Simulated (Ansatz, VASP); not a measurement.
# One calculation of SiGe3, two programs

```
CELL_PARAMETERS angstrom
2.95373 0.00000 0.00000
0.00000 2.95373 0.00000
0.00000 0.00000 8.57042
ATOMIC_POSITIONS crystal
Si 0.50000 0.50000 0.50000
Ge 0.00000 0.00000 0.72100
Ge 0.50000 0.50000 0.00000
Ge 0.00000 0.00000 0.27900
```

Alike in both runs: functional PBE; k mesh 6 × 6 × 2; occupations gaussian, width 0.1 eV; no spin polarisation.

Ansatz relaxed the structure, and its values are those at the end. VASP's run is a single point on that final structure, the one shown.

|  | VASP | Ansatz |
| --- | --- | --- |
| version | VASP 6.6.1 | Ansatz 0.2.0 |
| potentials or method | VASP PAW PBE potentials, release 64 (Si, Ge_d), cutoff 520 eV | scalar-relativistic, plane waves, PAW |
| valence electrons in the cell | 46 | 46 |

|  | VASP | Ansatz | Ansatz less VASP |
| --- | --- | --- | --- |
| gap on the k mesh at the Fermi level (eV) | none | none | - |
| pressure (GPa) | -0.2 | -0.2 | -0.01 |

A gap of «none» marks a metal or a gap that the smearing closes. With one functional, cell and mesh, what is left measures potentials, basis and numerics.

The k mesh is coarse, so the values compare programs but aren't converged.
